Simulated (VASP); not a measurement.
**Mg: single point with PBE**

The system is Mg.

```
CELL_PARAMETERS angstrom
0.00000 2.29428 2.29428
2.29428 0.00000 2.29428
2.29428 2.29428 0.00000
ATOMIC_POSITIONS crystal
Mg 0.00000 0.00000 0.00000
```

This cell differs from its parent crystal: strained.

```
Program                : VASP 6.6.1
Task                   : single point
Functional             : PBE
Potentials or basis    : VASP PAW PBE potentials, release 64 (Mg)
Cutoff                 : 520 eV
k mesh                 : 16 × 16 × 16
Occupations            : gaussian, width 0.1 eV
Spin                   : no spin polarisation
Dipole correction      : no
Further INCAR settings : ALGO = Fast; EDIFF = 1e-06; NBANDS = 7
```

```yaml
Pressure: -1.5 GPa
Band_gap_on_the_k_mesh: zero (band 1 reaches 3.78 eV, above the bottom of band 2 at 1.07 eV)
```

Levels at points of the mesh, in eV from the Fermi level:
| k point | band 1 | band 2 | band 3 | band 4 |
| --- | --- | --- | --- | --- |
| (0.00, 0.00, 0.00) | -6.70 | 12.06 | 12.06 | 12.06 |
| (0.50, 0.00, 0.00) | -1.61 | -1.28 | 11.01 | 11.01 |
| (0.50, 0.50, 0.00) | -0.19 | 0.77 | 6.01 | 6.70 |

Run time: 7.1 s on 1 thread of Intel Xeon 6975P-C, on a shared host, peak memory 0.15 GiB.

Caveat: the cell differs from its parent crystal (strained).
